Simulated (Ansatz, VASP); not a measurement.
Al in VASP and in Ansatz

File INCAR:

```
PREC = Accurate
ENCUT = 520
EDIFF = 1E-6
ISMEAR = 0
SIGMA = 0.15
LREAL = False
LASPH = True
NELM = 60
ALGO = Fast
ISIF = 2
LWAVE = False
LCHARG = False
GGA = PS
NBANDS = 10
```

The input KPOINTS:

```
regular mesh
0
Gamma
  18 18 10
```

The input POSCAR:

```
Al
1.0
    2.6502000000      0.0000000000      0.0000000000
   -1.3251000000      2.2951405251      0.0000000000
    0.0000000000      0.0000000000      4.7125000000
Al
2
Direct
    0.6666666667      0.3333333333      0.7500000000
    0.3333333333      0.6666666667      0.2500000000
```

Input for Ansatz:

```yaml
crystal:
  lattice:
    - [2.6502, 0.0, 0.0]
    - [-1.3251, 2.2951405251, 0.0]
    - [0.0, 0.0, 4.7125]
  atoms:
    - { symbol: Al, position: [0.6666666667, 0.3333333333, 0.75] }
    - { symbol: Al, position: [0.3333333333, 0.6666666667, 0.25] }
basis:
  ecutwfc: 420
kpoints:
  mp_grid: { grid: [18, 18, 10] }
hamiltonian:
  xc: pbesol
  pseudopotentials: { kind: paw, azcp: { folder: soft_1 } }
scf:
  occupations: { method: gaussian, width: 0.15 }
output:
  forces: true
  stress: true
  eigenvalues: true
```

Alike in both runs: task single point; functional PBEsol; k mesh 18 × 18 × 10; occupations gaussian, width 0.15 eV; no spin polarisation.

|  | VASP | Ansatz |
| --- | --- | --- |
| version | VASP 6.6.1 | Ansatz 0.2.0 |
| potentials or method | VASP PAW PBE potentials, release 64 (Al), cutoff 520 eV | scalar-relativistic, plane waves, PAW |
| valence electrons in the cell | 6 | 6 |

Ansatz gave:

- gap on the k mesh at the Fermi level (eV): none
- pressure (GPa): 14.6
- traceless stress, the component that is largest in VASP (GPa): -7.05

Which values does VASP return?

gap on the k mesh at the Fermi level (eV): none; pressure (GPa): 14.8; traceless stress, the component that is largest in VASP (GPa): -7.12.

VASP's potentials were made for PBE, not for PBEsol, and Ansatz warns of the same on its side. A gap of «none» marks a metal or a gap that the smearing closes.
